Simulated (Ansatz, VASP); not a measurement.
## ScAs2 in VASP and in Ansatz

```xyz
3
Lattice="4.1012 0.0000 0.0000 -2.0506 3.5517 0.0000 0.0000 0.0000 4.9320" Properties=species:S:1:pos:R:3 pbc="T T T"
Sc    0.0000    0.0000    0.4149
As    0.0000    2.3678    2.0198
As    2.0506    1.1839    2.0198
```

Alike in both runs: task single point; functional PBE; k mesh 6 × 6 × 4; occupations gaussian, width 0.1 eV; no spin polarisation.

|  | VASP | Ansatz |
| --- | --- | --- |
| version | VASP 6.6.1 | Ansatz 0.2.0 |
| potentials or method | VASP PAW PBE potentials, release 64 (Sc_sv, As), cutoff 520 eV | scalar-relativistic, plane waves, PAW |
| valence electrons in the cell | 21 | 41 |

|  | VASP | Ansatz | Ansatz less VASP |
| --- | --- | --- | --- |
| gap on the k mesh at the Fermi level (eV) | none | none | - |
| pressure (GPa) | 10.3 | 9.8 | -0.47 |
| traceless stress, the component that is largest in VASP (GPa) | -16.45 | -16.14 | +0.311 |
| rms of the force components (eV/Å) | 0.072 | 0.055 | -0.0176 |

Atom by atom the forces differ by 0.018 eV/Å (rms over components). A gap of «none» marks a metal or a gap that the smearing closes. VASP's potentials hold 21 valence electrons a cell and Ansatz's 41, so a difference there can come from the potentials and not from the codes.
